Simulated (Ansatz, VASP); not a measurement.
**Ru: VASP beside Ansatz**

Contents of INCAR:

```
  PREC = Accurate
  ENCUT = 520
  EDIFF = 1E-6
  ISMEAR = -1
  SIGMA = 0.0272
  LREAL = False
  LASPH = True
  NELM = 60
  ALGO = Normal
  ISIF = 2
  LWAVE = False
  LCHARG = False
  NBANDS = 21
```

KPOINTS

```
Automatic mesh
0
Gamma
  12 12 6
```

The input POSCAR:

```
Ru
1.0
    2.7058000000      0.0000000000      0.0000000000
   -1.3529000000      2.3432915376      0.0000000000
    0.0000000000      0.0000000000      4.2819000000
Ru
2
Direct
    0.3333333333      0.6666666667      0.2500000000
    0.6666666667      0.3333333333      0.7500000000
```

Input for Ansatz:

```yaml
crystal:
  lattice:
    - [2.70580000002, 0.0, 0.0]
    - [-1.35290000001, 2.34329153757, 0.0]
    - [0.0, 0.0, 4.2819]
  atoms:
    - { symbol: Ru, position: [0.333333333333, 0.666666666667, 0.25] }
    - { symbol: Ru, position: [0.666666666667, 0.333333333333, 0.75] }
kpoints:
  mp_grid: { grid: [12, 12, 6] }
scf:
  occupations: { method: fermi_dirac, width: 0.0272 }
hamiltonian:
  xc: lda
  pseudopotentials: { kind: all_electron, lapw: { basis_error: 0.001 } }
output:
  forces: true
  stress: true
  eigenvalues: true
  eigenstates:
    nscf_kmesh: { grid: [20, 20, 12] }
    de_dk: true
    e_range: [-14, 14]
  optics:
    e_range: [0, 25]
    de: 0.2
    sigma: 0.15
    bands: { spectra_wanted_up_to: 25 }
    nscf_kmesh: { grid: [20, 20, 12] }
    drude_damping: 0.19
checkpoint:
  write: ck
  write_wavefunctions: false
```

Alike in both runs: task single point; functional LDA; k mesh 12 × 12 × 6; occupations fermi-dirac, width 0.0272 eV; no spin polarisation.

|  | VASP | Ansatz |
| --- | --- | --- |
| version | VASP 6.6.1 | Ansatz 0.2.0 |
| potentials or method | VASP PAW LDA potentials, release 64 (Ru_pv), cutoff 520 eV | all-electron LAPW, scalar-relativistic |

```csv
,VASP,Ansatz,Ansatz less VASP
pressure (GPa),-11.7,-12.4,-0.73
"traceless stress, the component that is largest in VASP (GPa)",-0.34,-0.38,-0.046
```

LDA's correlation is that of Perdew and Zunger in VASP and of Perdew and Wang (1992) in Ansatz. Ansatz ran all-electron here, and VASP with PAW potentials. Ansatz's warnings: optics on partly filled bands.
